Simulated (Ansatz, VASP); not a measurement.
# KF in VASP and in Ansatz

```
K F
1.0
     3.35672    0.00000    0.00000
     0.00000    3.35672    0.00000
     0.00000    0.00000    3.25895
K F
1 1
Direct
  0.00000 0.00000 0.00000
  0.50000 0.50000 0.50000
```

Change from the starting cell: strain +0.030 along x and y, +0.000 along z, atoms carried along.

Alike in both runs: task single point; functional LDA; k mesh 8 × 8 × 8; occupations gaussian, width 0.05 eV; no spin polarisation.

```csv
,VASP,Ansatz
version,VASP 6.6.1,Ansatz 0.2.0
potentials or method,"VASP PAW LDA potentials, release 64 (K_sv, F), cutoff 520 eV","scalar-relativistic, plane waves, PAW"
valence electrons in the cell,16,16
```

```tsv
	VASP	Ansatz	Ansatz less VASP
gap on the k mesh at the Fermi level (eV)	5.46	5.48	+0.014
least direct gap on the mesh (eV)	5.52	5.53	+0.013
pressure (GPa)	-6.7	-6.7	-0.02
traceless stress, the component that is largest in VASP (GPa)	1.51	1.51	-0.003
```

LDA's correlation is that of Perdew and Zunger in VASP and of Perdew and Wang (1992) in Ansatz.
